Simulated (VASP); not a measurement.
Wanted: the native input for a VASP 6.6.1 run.

* Task: single point
* Functional: LDA
* Potentials or basis: VASP PAW LDA potentials, release 64 (In_d, Se)
* Cutoff: 520 eV
* k mesh: 6 × 6 × 6
* Occupations: fermi-dirac, width 0.05 eV
* Spin: no spin polarisation
* Dipole correction: no
* Further INCAR settings: ALGO = Normal; EDIFF = 1e-06; NBANDS = 30

The structure of In3Se lies in POSCAR:

```
In3Se
1.0
    4.8979732526      0.0000000000      0.0000000000
    0.0000000000      4.8979732526      0.0000000000
    0.0000000000      0.0000000000      4.8979732526
In Se
3 1
Direct
    0.5000000000      0.5000000000      0.0000000000
    0.5000000000      0.0000000000      0.5000000000
    0.0000000000      0.5000000000      0.5000000000
    0.0000000000      0.0000000000      0.0000000000
```

This cell differs from its parent crystal: volume scaled by 1.06.

These files were run (other wordings do the same):

INCAR

```
PREC = Accurate ; ENCUT = 520
EDIFF = 1E-6 ; ISMEAR = -1
SIGMA = 0.05 ; LREAL = F
LASPH = T ; NELM = 100
ALGO = Normal ; ISIF = 2
LWAVE = F ; LCHARG = T
GGA = CA ; LELF = T
LVHAR = T ; NBANDS = 30
```

KPOINTS

```
Automatic mesh
0
Gamma
  6 6 6
```

Potentials or basis: VASP PAW LDA potentials, release 64 (In_d, Se).

The run is started by

```console
$ cat potpaw_LDA.64/In_d/POTCAR potpaw_LDA.64/Se/POTCAR > POTCAR
$ mpirun -np 1 vasp_std > vasp.out
```

It gave:

```
Pressure : -5.5 GPa
```

Run time: 110 s on 1 thread of AMD EPYC 7R13 (shared host), peak memory 0.17 GiB.
